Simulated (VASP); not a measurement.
# CO2 (Pa-3) in VASP: relaxation of cell and atoms with PBE+D3(BJ)

Aim: the relaxation of cell and atoms of CO2 with PBE+D3(BJ).

Program: VASP 6.6.1. These are calculated values, not measurements. Logs are shortened: lines on timing, memory, paths and dates and some standing lists are left out, and cuts for length are marked.

## (1) The cell of the first run

The structure is cubic, space group Pa-3 (No. 205). Conventional cell: a = 5.713 Å, b = 5.713 Å, c = 5.713 Å, α = 90.00°, β = 90.00°, γ = 90.00°. Within 1.6 Å of C (site symmetry -3) lie 2 O at 1.17 Å. O (site symmetry 3) has 1 C at 1.17 Å within 1.6 Å.

## (2) Relaxation of cell and atoms, PBE+D3(BJ)

File INCAR:

```
SYSTEM = CO2
PREC     = Accurate       ! precision mode
ENCUT    = 600            ! plane-wave cutoff, eV
EDIFF    = 1E-6           ! SCF threshold, eV
ISMEAR   = 0              ! smearing method
SIGMA    = 0.01           ! smearing width, eV
LREAL    = .False.        ! projectors in reciprocal space
LASPH    = .True.         ! aspherical terms in the spheres
NELM     = 80             ! most SCF steps
ALGO     = Normal         ! electronic algorithm
ISIF     = 3              ! what is computed and relaxed
LWAVE    = .False.        ! write WAVECAR
LCHARG   = .False.        ! write CHGCAR
GGA      = PE             ! functional
IVDW     = 12             ! dispersion correction
IBRION   = 2              ! ionic algorithm
NSW      = 80             ! ionic steps
EDIFFG   = -0.001         ! ionic threshold
```

File KPOINTS:

```
Automatic mesh
0
Gamma
  4 4 4
  0 0 0
```

File POSCAR:

```
CO2
1.0
    5.7132173136      0.0000000000      0.0000000000
    0.0000000000      5.7132173136      0.0000000000
    0.0000000000      0.0000000000      5.7132173136
C O
4 8
Direct
    0.0000000000      0.0000000000      0.0000000000
    0.5000000000      0.0000000000      0.5000000000
    0.5000000000      0.5000000000      0.0000000000
    0.0000000000      0.5000000000      0.5000000000
    0.1181218480      0.1181218480      0.1181218480
    0.3818781520      0.8818781520      0.6181218480
    0.6181218480      0.3818781520      0.8818781520
    0.8818781520      0.6181218480      0.3818781520
    0.8818781520      0.8818781520      0.8818781520
    0.6181218480      0.1181218480      0.3818781520
    0.3818781520      0.6181218480      0.1181218480
    0.1181218480      0.3818781520      0.6181218480
```

Potentials or basis: VASP PAW PBE potentials, release 64 (C, O).

Run with:

```bash
> cat potpaw_PBE.64/C/POTCAR potpaw_PBE.64/O/POTCAR > POTCAR
> mpirun -np 1 vasp_std > vasp.out
```

OUTCAR:

```text
SYSTEM = CO2
   PREC = Accurate
   ENCUT = 600
   EDIFF = 1E-6
   ISMEAR = 0
   LREAL = .False.
   LASPH = .True.
   NELM = 80
   ISIF = 3
   GGA = PE
   IVDW = 12
   IBRION = 2
   NSW = 80
   EDIFFG = -0.001
 IVDW          = 12

 ion  position               nearest neighbor table
   1  0.000  0.000  0.000-   5 1.17   9 1.17
   2  0.500  0.000  0.500-   6 1.17  10 1.17
   3  0.500  0.500  0.000-   7 1.17  11 1.17
   4  0.000  0.500  0.500-   8 1.17  12 1.17
   5  0.118  0.118  0.118-   1 1.17
   6  0.382  0.882  0.618-   2 1.17
   7  0.618  0.382  0.882-   3 1.17
   8  0.882  0.618  0.382-   4 1.17
   9  0.882  0.882  0.882-   1 1.17
  10  0.618  0.118  0.382-   2 1.17
  11  0.382  0.618  0.118-   3 1.17
  12  0.118  0.382  0.618-   4 1.17

  LATTYP: Found a simple cubic cell.
 ALAT       =     5.7132173136

  Lattice vectors:

 A1 = (   5.7132173136,   0.0000000000,   0.0000000000)
 A2 = (   0.0000000000,   5.7132173136,   0.0000000000)
 A3 = (   0.0000000000,   0.0000000000,   5.7132173136)

Analysis of symmetry for initial positions (statically):
=====================================================================
 Subroutine PRICEL returns:
 Original cell was already a primitive cell.

 Routine SETGRP: Setting up the symmetry group for a
 simple cubic supercell.

 Subroutine GETGRP returns: Found 24 space group operations
 (whereof  6 operations were pure point group operations)
 out of a pool of 48 trial point group operations.

The static configuration has the point symmetry S_6 .
 The point group associated with its full space group is T_h .

Analysis of symmetry for dynamics (positions and initial velocities):
=====================================================================
 Subroutine PRICEL returns:
 Original cell was already a primitive cell.

 Routine SETGRP: Setting up the symmetry group for a
 simple cubic supercell.

 Subroutine GETGRP returns: Found 24 space group operations
 (whereof  6 operations were pure point group operations)
 out of a pool of 48 trial point group operations.

The dynamic configuration has the point symmetry S_6 .
 The point group associated with its full space group is T_h .

 Subroutine INISYM returns: Found 24 space group operations
 (whereof  6 operations are pure point group operations),
 and found     1 'primitive' translations

----------------------------------------------------------------------------------------

                                     Primitive cell
[... 86 lines left out ...]
   NGXF,Y,Z  is equivalent  to a cutoff of  27.93, 27.93, 27.93 a.u.
 SYSTEM =  CO2
   PREC   = accura    normal or accurate (medium, high low for compatibility)
   ISTART =      0    job   : 0-new  1-cont  2-samecut
   ICHARG =      2    charge: 1-file 2-atom 10-const
   ISPIN  =      1    spin polarized calculation?
   LNONCOLLINEAR =      F non collinear calculations
   LSORBIT =      F    spin-orbit coupling
   LASPH  =      T    aspherical Exc in radial PAW
   ENCUT  =  600.0 eV  44.10 Ry    6.64 a.u.  11.41 11.41 11.41*2*pi/ulx,y,z
   NELM   =     80;   NELMIN=  2; NELMDL= -5     # of ELM steps
   EDIFF  = 0.1E-05   stopping-criterion for ELM
   LREAL  =      F    real-space projection
   EDIFFG = -.1E-02   stopping-criterion for IOM
   NSW    =     80    number of steps for IOM
   IBRION =      2    ionic relax: 0-MD 1-quasi-New 2-CG
   NFREE  =      1    steps in history (QN), initial steepest desc. (CG)
   ISIF   =      3    stress and relaxation
   ISYM   =      2    0-nonsym 1-usesym 2-fastsym
   POTIM  = 0.5000    time-step for ionic-motion
   TEBEG  =    0.0;   TEEND  =   0.0 temperature during run
   PSTRESS=    0.0 pullay stress
   NELECT =      64.0000    total number of electrons
   NUPDOWN=      -1.0000    fix difference up-down
   EMIN   =  10.00;   EMAX   =-10.00  energy-range for DOS
   EFERMI =   0.00;   METHOD = LEGACY
   ISMEAR =     0;   SIGMA  =   0.01  broadening in eV -4-tet -1-fermi 0-gaus
   EFERMI_NEDOS =   21; number of points for ismear=-14 and -15
   IALGO  =     38    algorithm
   IMIX   =      4    mixing-type and parameters
     AMIX     =   0.40;   BMIX     =  1.00
     AMIX_MAG =   1.60;   BMIX_MAG =  1.00
  volume/ion in A,a.u.               =      15.54       104.87
  Fermi-wavevector in a.u.,A,eV,Ry     =   1.146183  2.165972 17.874466  1.313736
  Thomas-Fermi vector in A             =   2.282869
   LORBIT       =      0    0 simple, 1 ext, 2 COOP (PROOUT), +10 PAW based schemes
   GGA     = PE    functional components
   LHFCALC =     F    Hartree Fock is set to
   AEXX    =    0.0000 exact exchange contribution
   IVDW    =    12    specifies the selected vdW correction
   LEPSILON=     F    determine dielectric tensor
   LRPA    =     F    only Hartree local field effects (RPA)
 conjugate gradient relaxation of ions
 non-spin polarized calculation
 Gauss-broadening in eV      SIGMA  =   0.01
  energy-cutoff  :      600.00
  volume of cell :      186.48
 maximum number of plane-waves:      6239
 NGX is ok and might be reduce to    48
   NGX = 23   NGY = 23   NGZ = 23

--------------------------------------- Ionic step        1  -------------------------------------------

 number of electron      63.9999984 magnetization

 Free energy of the ion-electron system (eV)
  ---------------------------------------------------
  ext. energy  EPLUGINS =         0.00000000
  ---------------------------------------------------
  free energy    TOTEN  =       -92.22937870 eV

  energy without entropy =      -92.22937870  energy(sigma->0) =      -92.22937870

------------------------ aborting loop because EDIFF is reached ----------------------------------------

 Edisp (eV)   -0.78796

 E8    (eV) :    -0.2004
[... 135 lines left out ...]
  FREE ENERGIE OF THE ION-ELECTRON SYSTEM (eV)
  ---------------------------------------------------
  free  energy   TOTEN  =       -93.0301715065 eV

  energy  without entropy=      -93.0301715065  energy(sigma->0) =      -93.03017151

[... ionic steps 4 to 8 ...]

--------------------------------------- Ionic step        9  -------------------------------------------

 number of electron      63.9999970 magnetization

------------------------ aborting loop because EDIFF is reached ----------------------------------------
[... 95 lines left out ...]
--------------------------------------- Ionic step       11  -------------------------------------------

 number of electron      63.9999970 magnetization

 Free energy of the ion-electron system (eV)
  ---------------------------------------------------
  ext. energy  EPLUGINS =         0.00000000
  ---------------------------------------------------
  free energy    TOTEN  =       -92.20211593 eV

  energy without entropy =      -92.20211593  energy(sigma->0) =      -92.20211593

 E-fermi :  -3.5763     XC(G=0):  -7.8679

 val. band max:       -3.6362925071   @ k =   0.0000   0.0000   0.0000
 cond. band min:       3.0840146493   @ k =   0.0000   0.0000   0.0000
 fundamental gap:      6.7203071564
 Fermi energy:        -3.5763120890

 k-point     1 :       0.0000    0.0000    0.0000
  band No.  band energies     occupation
      1     -24.1718      2.00000
      2     -23.9608      2.00000
      3     -23.9608      2.00000
      4     -23.9608      2.00000
      5     -23.0315      2.00000
      6     -23.0315      2.00000
[... 494 lines left out ...]
  FREE ENERGIE OF THE ION-ELECTRON SYSTEM (eV)
  ---------------------------------------------------
  free  energy   TOTEN  =       -93.0426810531 eV

  energy  without entropy=      -93.0426810531  energy(sigma->0) =      -93.04268105

 reached required accuracy - stopping structural energy minimisation
```

CONTCAR:

```text
CO2
   1.00000000000000
     5.6146594718039493   -0.0000000000000000   -0.0000000000000000
    -0.0000000000000000    5.6146594718039493    0.0000000000000000
     0.0000000000000000    0.0000000000000000    5.6146594718039493
  C               O
     4     8
Direct
     0.0000000000000000    0.0000000000000000    0.0000000000000000
     0.5000000000000000    0.0000000000000000    0.5000000000000000
     0.5000000000000000    0.5000000000000000    0.0000000000000000
     0.0000000000000000    0.5000000000000000    0.5000000000000000
     0.1207395197706576    0.1207395197706577    0.1207395197706577
     0.3792604802293423    0.8792604802293424    0.6207395197706576
     0.6207395197706576    0.3792604802293423    0.8792604802293424
     0.8792604802293424    0.6207395197706576    0.3792604802293423
     0.8792604802293424    0.8792604802293424    0.8792604802293424
     0.6207395197706576    0.1207395197706577    0.3792604802293423
     0.3792604802293423    0.6207395197706576    0.1207395197706577
     0.1207395197706577    0.3792604802293423    0.6207395197706576

  0.00000000E+00  0.00000000E+00  0.00000000E+00
  0.00000000E+00  0.00000000E+00  0.00000000E+00
  0.00000000E+00  0.00000000E+00  0.00000000E+00
  0.00000000E+00  0.00000000E+00  0.00000000E+00
  0.00000000E+00  0.00000000E+00  0.00000000E+00
  0.00000000E+00  0.00000000E+00  0.00000000E+00
  0.00000000E+00  0.00000000E+00  0.00000000E+00
  0.00000000E+00  0.00000000E+00  0.00000000E+00
  0.00000000E+00  0.00000000E+00  0.00000000E+00
  0.00000000E+00  0.00000000E+00  0.00000000E+00
  0.00000000E+00  0.00000000E+00  0.00000000E+00
  0.00000000E+00  0.00000000E+00  0.00000000E+00
```

Run time: 14 min. Hardware: 1 thread of AMD EPYC 7R43 (Zen 3), shared host; peak memory 0.34 GiB.

Results:

* Free energy: -93.0427 eV
* Relaxed volume: 14.75 Å³/atom
* Relaxed cell: a = 5.615 Å, b = 5.615 Å, c = 5.615 Å, α = 90.00°, β = 90.00°, γ = 90.00°
* Space group after relaxing (to 0.1 Å): Pa-3 (No. 205)
* Energy gained by relaxing: 2.1 meV/atom
* Ionic steps: 11
* Pressure after relaxing: 0.0 GPa
* Band gap on the k mesh: 6.72 eV
* Dispersion energy per atom: -0.070 eV

Step by step:
```
step  energy change (eV)  largest force (eV/Å)  pressure (GPa)  volume (Å³)
   1              0.0000                0.6086            1.25       186.48
   2              0.3500                2.8216           -7.93       189.77
   3             -0.0128                0.0129           -0.34       186.98
   4             -0.0128                0.0256           -0.30       186.97
   5             -0.0142                0.0242           -0.29       186.34
   6             -0.0180                0.0225           -0.24       184.47
   7             -0.0233                0.0225           -0.11       180.76
   8             -0.0234                0.0409            0.29       173.49
   9             -0.0253                0.0371            0.10       177.01
  10             -0.0031                0.7457           -2.07       176.72
  11             -0.0253                0.0008            0.00       177.00
```

Final structure:
```cif
data_structure
_symmetry_space_group_name_H-M 'P 1'
_symmetry_Int_Tables_number 1
_cell_length_a 5.6147
_cell_length_b 5.6147
_cell_length_c 5.6147
_cell_angle_alpha 90.000
_cell_angle_beta 90.000
_cell_angle_gamma 90.000
_cell_volume 177.00
loop_
_atom_site_label
_atom_site_type_symbol
_atom_site_fract_x
_atom_site_fract_y
_atom_site_fract_z
_atom_site_occupancy
C1 C 0.00000 0.00000 0.00000 1
C2 C 0.50000 0.00000 0.50000 1
C3 C 0.50000 0.50000 0.00000 1
C4 C 0.00000 0.50000 0.50000 1
O1 O 0.12074 0.12074 0.12074 1
O2 O 0.37926 0.87926 0.62074 1
O3 O 0.62074 0.37926 0.87926 1
O4 O 0.87926 0.62074 0.37926 1
O5 O 0.87926 0.87926 0.87926 1
O6 O 0.62074 0.12074 0.37926 1
O7 O 0.37926 0.62074 0.12074 1
O8 O 0.12074 0.37926 0.62074 1
```

A k mesh can miss the band edges.
